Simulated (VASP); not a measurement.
Set up this calculation in VASP 6.6.1, as the native input.

- Task: single point
- Functional: PBEsol
- Potentials or basis: VASP PAW PBE potentials, release 64 (Ti_sv, Al)
- Cutoff: 520 eV
- k mesh: 10 × 10 × 10
- Occupations: gaussian, width 0.1 eV
- Spin: no spin polarisation
- Dipole correction: no
- Further INCAR settings: ALGO = Fast; EDIFF = 1e-07; NBANDS = 18

The structure of TiAl3 lies in POSCAR:

```
TiAl3
1.0
    4.0934472796     -0.2373402750      0.0695802573
   -0.2373402750      4.0934472796      0.0695802573
    0.0695802573      0.0695802573      3.9465732061
Ti Al
1 3
Direct
   -0.0030772709      0.0030772709      0.0000000000
    0.4936473002      0.5063526998      0.0000000000
    0.5077033294     -0.0017266413      0.5016989993
    0.0017266413      0.4922966706      0.4983010007
```

This cell differs from its parent crystal: strained and its atoms moved.

These files were run (other wordings do the same):

INCAR

```
SYSTEM = TiAl3
ALGO = Fast
EDIFF = 1E-7
ENCUT = 520
GGA = PS
ISIF = 2
ISMEAR = 0
LASPH = .True.
LCHARG = .False.
LREAL = .False.
LWAVE = .False.
NBANDS = 18
NELM = 60
PREC = Accurate
SIGMA = 0.1
```

KPOINTS

```
k-points
0
Gamma
  10 10 10
  0 0 0
```

Potentials or basis: VASP PAW PBE potentials, release 64 (Ti_sv, Al).

The run is started by

```console
$ cat potpaw_PBE.64/Ti_sv/POTCAR potpaw_PBE.64/Al/POTCAR > POTCAR
$ mpirun -np 1 vasp_std > vasp.out
```

It gave:

```json
{
  "Pressure": "-4.7 GPa",
  "Largest force": "0.280 eV/Å"
}
```

Caveat: the cell differs from its parent crystal (strained and its atoms moved); the PAW data sets were made with another functional, which shifts forces and pressure a little.

Run time: 12 min on 1 thread of Intel Xeon 6975P-C, on a shared host, peak memory 0.42 GiB.
